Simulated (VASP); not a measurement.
Set up this calculation in VASP 6.6.1, as the native input.

- Task: single point
- Functional: r2SCAN
- Potentials or basis: VASP PAW PBE potentials, release 64 (K_sv, Cl)
- Cutoff: 520 eV
- k mesh: 6 × 6 × 6
- Occupations: gaussian, width 0.01 eV
- Spin: no spin polarisation
- Dipole correction: no
- Further INCAR settings: ALGO = Normal; EDIFF = 1e-06; NBANDS = 15

KCl (Sylvite):

```xyz
2
Lattice="0.0000 3.1448 3.1448 3.1448 0.0000 3.1448 3.1448 3.1448 0.0000" Properties=species:S:1:pos:R:3 pbc="T T T"
K     0.0000    0.0000    0.0000
Cl    3.1448    3.1448    3.1448
```

These files were run (other wordings do the same):

POSCAR

```
KCl
1.0
    0.0000000000      3.1448471320      3.1448471320
    3.1448471320      0.0000000000      3.1448471320
    3.1448471320      3.1448471320      0.0000000000
K Cl
1 1
Direct
    0.0000000000      0.0000000000      0.0000000000
    0.5000000000      0.5000000000      0.5000000000
```

INCAR.step1

```
  PREC = Accurate
  ENCUT = 520
  ISMEAR = 0
  SIGMA = 0.01
  LREAL = F
  LASPH = T
  NELM = 80
  NBANDS = 15
  GGA = PE
  ALGO = Normal
  EDIFF = 1E-4
  LWAVE = T
  LCHARG = F
```

INCAR.step2

```
  PREC = Accurate
  ENCUT = 520
  EDIFF = 1E-6
  ISMEAR = 0
  SIGMA = 0.01
  LREAL = F
  LASPH = T
  NELM = 80
  ALGO = Normal
  ISIF = 2
  LWAVE = F
  LCHARG = F
  METAGGA = R2SCAN
  LMIXTAU = T
  NBANDS = 15
  ISTART = 1
```

KPOINTS

```
Automatic mesh
0
Gamma
  6 6 6
```

Potentials or basis: VASP PAW PBE potentials, release 64 (K_sv, Cl).

Run with:

```sh
$ cat potpaw_PBE.64/K_sv/POTCAR potpaw_PBE.64/Cl/POTCAR > POTCAR
$ cp INCAR.step1 INCAR
$ mpirun -np 1 vasp_std > vasp.out
$ cp INCAR.step2 INCAR
$ mpirun -np 1 vasp_std > vasp.out
```

It gave:

- Pressure: 0.0 GPa
- Band gap on the k mesh: 5.84 eV, direct

Caveat: the PAW data sets were made with another functional, which shifts forces and pressure a little.

Run time: 64 s on 1 thread of Intel(R) Xeon(R) Platinum 8488C (Sapphire Rapids), on a shared host, peak memory 0.21 GiB.
